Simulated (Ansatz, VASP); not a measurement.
# One calculation of InP, two programs

File INCAR:

```
  PREC = Accurate
  ENCUT = 520
  EDIFF = 1E-8
  ISMEAR = -1
  SIGMA = 0.03
  LREAL = False
  LASPH = True
  NELM = 60
  ALGO = Normal
  ISIF = 2
  LWAVE = False
  LCHARG = False
  GGA = PE
  LEFG = True
  NBANDS = 16
```

Contents of KPOINTS:

```
Automatic mesh
0
Gamma
  11 11 11
```

File POSCAR:

```
InP
1.0
    0.0000000000      2.8164141889      2.8164141889
    2.8164141889      0.0000000000      2.8164141889
    2.8164141889      2.8164141889      0.0000000000
In P
1 1
Direct
    0.0000000000      0.0000000000      0.0000000000
    0.5000000000      0.5000000000      0.5000000000
```

Input for Ansatz:

```yaml
crystal:
  lattice:
    - [0.0, 2.8164141889, 2.8164141889]
    - [2.8164141889, 0.0, 2.8164141889]
    - [2.8164141889, 2.8164141889, 0.0]
  atoms:
    - { symbol: In, position: [0.0, 0.0, 0.0] }
    - { symbol: P, position: [0.5, 0.5, 0.5] }
kpoints:
  mp_grid: { grid: [11, 11, 11] }
scf:
  occupations: { method: fermi_dirac, width: 0.03 }
hamiltonian:
  xc: pbe
  pseudopotentials: { kind: all_electron, datasets: crystal }
output:
  forces: true
  stress: true
  eigenvalues: true
  efg: { contact_densities: true }
```

Change from the starting cell: volume scaled by 0.96, crystal datasets.

Alike in both runs: task electric field gradients; functional PBE; k mesh 11 × 11 × 11; occupations fermi-dirac, width 0.03 eV; no spin polarisation.

```csv
,VASP,Ansatz
version,VASP 6.6.1,Ansatz 0.2.0
potentials or method,"VASP PAW PBE potentials, release 64 (In_d, P), cutoff 520 eV","all-electron PAW with datasets made for the crystal, scalar-relativistic"
```

|  | VASP | Ansatz | Ansatz less VASP |
| --- | --- | --- | --- |
| pressure (GPa) | -3.3 | -3.3 | +0.04 |

Ansatz ran all-electron here, and VASP with PAW potentials.
